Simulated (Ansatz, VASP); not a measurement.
# F: VASP beside Ansatz

```
CELL_PARAMETERS angstrom
2.17963 0.00000 0.00000
-1.08982 1.88762 0.00000
0.00000 0.00000 2.83681
ATOMIC_POSITIONS crystal
F 0.33333 0.66667 0.25000
F 0.66667 0.33333 0.75000
```

Change from the starting cell: volume scaled by 0.55, LAPW.

Alike in both runs: task single point; functional PBE; k mesh 18 × 18 × 10; occupations fermi-dirac, width 0.05 eV; no spin polarisation.

|  | VASP | Ansatz |
| --- | --- | --- |
| version | VASP 6.6.1 | Ansatz 0.2.0 |
| potentials or method | VASP PAW PBE potentials, release 64 (F), cutoff 520 eV | all-electron LAPW, scalar-relativistic |

Ansatz gave:

* pressure (GPa): 129.0
* traceless stress, the component that is largest in VASP (GPa): -0.03

What did VASP give for the same quantities?

Pressure (GPa): 128.2; traceless stress, the component that is largest in VASP (GPa): 0.49.

Both programs put the cell under a high pressure, so it lies far from rest at this level. Ansatz ran all-electron here, and VASP with PAW potentials.

Noted on VASP's run: the cell as given lies far from equilibrium.
